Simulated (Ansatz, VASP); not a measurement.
## Ge: VASP beside Ansatz

```xyz
12
Lattice="4.0681 0.0000 0.0000 -2.0341 3.5231 0.0000 0.0000 0.0000 19.9885" Properties=species:S:1:pos:R:3 pbc="T T T"
Ge    0.0000    0.0000   -0.0080
Ge    0.0000    0.0000    2.5066
Ge    0.0000    2.3487    3.3411
Ge    0.0000    2.3487    5.8312
Ge    2.0341    1.1744    6.6616
Ge    2.0341    1.1744    9.1518
Ge    0.0000    0.0000    9.9863
Ge    0.0000    0.0000   12.5008
Ge    2.0341    1.1744   13.3353
Ge    2.0341    1.1744   15.8255
Ge    0.0000    2.3487   16.6558
Ge    0.0000    2.3487   19.1460
```

Alike in both runs: functional PBE; k mesh 12 × 12 × 3; occupations gaussian, width 0.1 eV; no spin polarisation.

Ansatz relaxed the structure, and its values are those at the end. VASP's run is a single point on that final structure, the one shown.

```csv
,VASP,Ansatz
version,VASP 6.6.1,Ansatz 0.2.0
potentials or method,"VASP PAW PBE potentials, release 64 (Ge_d), cutoff 520 eV","scalar-relativistic, plane waves, PAW"
valence electrons in the cell,168,168
```

|  | VASP | Ansatz | Ansatz less VASP |
| --- | --- | --- | --- |
| gap on the k mesh at the Fermi level (eV) | none | none | - |
| pressure (GPa) | -0.1 | 0.0 | +0.05 |
| rms of the force components (eV/Å) | 0.003 | 0.003 | +0.0001 |

A gap of «none» marks a metal or a gap that the smearing closes.
